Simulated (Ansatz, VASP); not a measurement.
# Ni: VASP beside Ansatz

```xyz
2
Lattice="2.4480 0.0000 0.0000 -1.2240 2.1200 0.0000 0.0000 0.0000 4.0728" Properties=species:S:1:pos:R:3 pbc="T T T"
Ni    0.0000    1.4134    1.0182
Ni    1.2240    0.7067    3.0546
```

Alike in both runs: task relaxation of cell and atoms; functional LDA; k mesh 13 × 13 × 7; collinear spin.

|  | VASP | Ansatz |
| --- | --- | --- |
| version | VASP 6.6.1 | Ansatz 0.2.0 |
| potentials or method | VASP PAW LDA potentials, release 64 (Ni), cutoff 600 eV | plane waves, PAW |
| occupations | fermi-dirac, width 0.1 eV | fermi-dirac |
| valence electrons in the cell | 20 | 36 |

|  | VASP | Ansatz | Ansatz less VASP |
| --- | --- | --- | --- |
| net moment per atom (μB) | 0.57 | 0.59 | +0.022 |
| size of the moment on the site where the two differ most (μB) | 0.57 | 0.62 | +0.047 |
| relaxed volume (Å³/atom) | 10.07 | 10.08 | +0.008 |
| relaxed cell length with the largest relative difference (Å) | 3.968 | 3.970 | +0.0021 |

LDA's correlation is that of Perdew and Zunger in VASP and of Perdew and Wang (1992) in Ansatz. Site moments also hang on the region over which each program counts them. VASP's potentials hold 20 valence electrons a cell and Ansatz's 36, so a difference there can come from the potentials and not from the codes. Ansatz's warnings: stress scf threshold loose.
